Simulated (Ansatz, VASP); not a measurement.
## CaAl2Ge2 in VASP and in Ansatz

INCAR

```
SYSTEM = CaAl2Ge2
PREC = Accurate ; ENCUT = 520
EDIFF = 1E-6 ; ISMEAR = -1
SIGMA = 0.1 ; LREAL = .False.
LASPH = .True. ; NELM = 80
ALGO = Normal ; ISIF = 2
LWAVE = .False. ; LCHARG = .True.
GGA = CA ; LELF = .True.
LVHAR = .True. ; NBANDS = 30
```

File KPOINTS:

```
Automatic mesh
0
Gamma
  6 6 4
  0 0 0
```

The input POSCAR:

```
CaAl2Ge2
1.0
    4.0687780601      0.0000000000      0.0000000000
   -2.0343890301      3.5236695629      0.0000000000
    0.0000000000      0.0000000000      6.9926002787
Ca Al Ge
1 2 2
Direct
    0.0000000000      0.0000000000      0.0000000000
    0.3333333333      0.6666666667      0.6293000000
    0.6666666667      0.3333333333      0.3707000000
    0.3333333333      0.6666666667      0.2621700000
    0.6666666667      0.3333333333      0.7378300000
```

Input for Ansatz:

```yaml
crystal:
  lattice:
    - [4.068778060104267, 0.0, 0.0]
    - [-2.0343890300521337, 3.5236695628926635, 0.0]
    - [0.0, 0.0, 6.992600278730404]
  atoms:
    - { symbol: Ca, position: [0.0, 0.0, 0.0] }
    - { symbol: Al, position: [0.3333333333333333, 0.6666666666666666, 0.6293] }
    - { symbol: Al, position: [0.6666666666666666, 0.3333333333333333, 0.3707] }
    - { symbol: Ge, position: [0.3333333333333333, 0.6666666666666666, 0.26217] }
    - { symbol: Ge, position: [0.6666666666666666, 0.3333333333333333, 0.73783] }
basis:
  ecutwfc: 500.0
kpoints:
  mp_grid:
    grid: [6, 6, 4]
hamiltonian:
  xc: lda
scf:
  occupations:
    method: fermi_dirac
    width: 0.1
output:
  stress: true
```

Alike in both runs: task single point; functional LDA; k mesh 6 × 6 × 4; occupations fermi-dirac, width 0.1 eV; no spin polarisation.

|  | VASP | Ansatz |
| --- | --- | --- |
| version | VASP 6.6.1 | Ansatz 0.2.0 |
| potentials or method | VASP PAW LDA potentials, release 64 (Ca_sv, Al, Ge_d), cutoff 520 eV | plane waves, PAW |
| valence electrons in the cell | 44 | 44 |

Ansatz gave:

- pressure (GPa): 2.2
- traceless stress, the component that is largest in VASP (GPa): -1.37

Problem. Which values does VASP return?

Solution. Pressure (GPa): 2.3; traceless stress, the component that is largest in VASP (GPa): -1.37.

LDA's correlation is that of Perdew and Zunger in VASP and of Perdew and Wang (1992) in Ansatz. Ansatz's warnings: structure snapped to symmetry.
